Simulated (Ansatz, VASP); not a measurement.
**Two plane-wave programs on ZrB**

```
Zr B
1.0
     0.00000    2.64967    2.64967
     2.64967    0.00000    2.64967
     2.64967    2.64967    0.00000
Zr B
1 1
Direct
  0.25000 0.25000 0.25000
  0.00000 0.00000 0.00000
```

Alike in both runs: task relaxation of cell and atoms; functional PBE; k mesh 18 × 18 × 18; occupations gaussian, width 0.1 eV; no spin polarisation.

|  | VASP | Ansatz |
| --- | --- | --- |
| version | VASP 6.6.1 | Ansatz 0.2.0 |
| potentials or method | VASP PAW PBE potentials, release 64 (Zr_sv, B), cutoff 600 eV | scalar-relativistic, plane waves, PAW |
| valence electrons in the cell | 15 | 15 |

|  | VASP | Ansatz | Ansatz less VASP |
| --- | --- | --- | --- |
| gap on the k mesh at the Fermi level, each at its own relaxed structure (eV) | none | none | - |
| relaxed volume (Å³/atom) | 18.49 | 18.47 | -0.012 |
| relaxed cell length with the largest relative difference (Å) | 3.739 | 3.739 | -0.0008 |

A gap of «none» marks a metal or a gap that the smearing closes.
